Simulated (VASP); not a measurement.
Hf, 2 atoms in the cell. Symmetry: P6_3/mmc, No. 194, hexagonal system. Conventional cell: a = 3.199 Å, b = 3.199 Å, c = 5.051 Å, α = 90.00°, β = 90.00°, γ = 120.00°. Hf (site symmetry -6m2) has 12 Hf at 3.13 to 3.20 Å within 4.1 Å. 

- Program: VASP 6.6.1
- Task: single point
- Functional: r2SCAN
- Potentials or basis: VASP PAW PBE potentials, release 64 (Hf_pv)
- Cutoff: 520 eV
- k mesh: 4 × 4 × 2
- Occupations: fermi-dirac, width 0.1 eV
- Spin: no spin polarisation
- Dipole correction: no
- Further INCAR settings: ALGO = Normal; EDIFF = 1e-07; NBANDS = 17

Potentials or basis: VASP PAW PBE potentials, release 64 (Hf_pv).

The run is started by

```console
$ cat potpaw_PBE.64/Hf_pv/POTCAR > POTCAR
$ cp INCAR.step1 INCAR
$ mpirun -np 1 vasp_std > vasp.out
$ cp INCAR.step2 INCAR
$ mpirun -np 1 vasp_std > vasp.out
```

Hardware: 1 thread of AMD EPYC 7R43 64-Core Processor (Zen 3), with other jobs on the host.

Q: How long does it take, and how much memory?

A: Run time: 52 s on 1 thread of AMD EPYC 7R43 64-Core Processor (Zen 3), on a shared host, peak memory 0.13 GiB. Counts: k points 8.
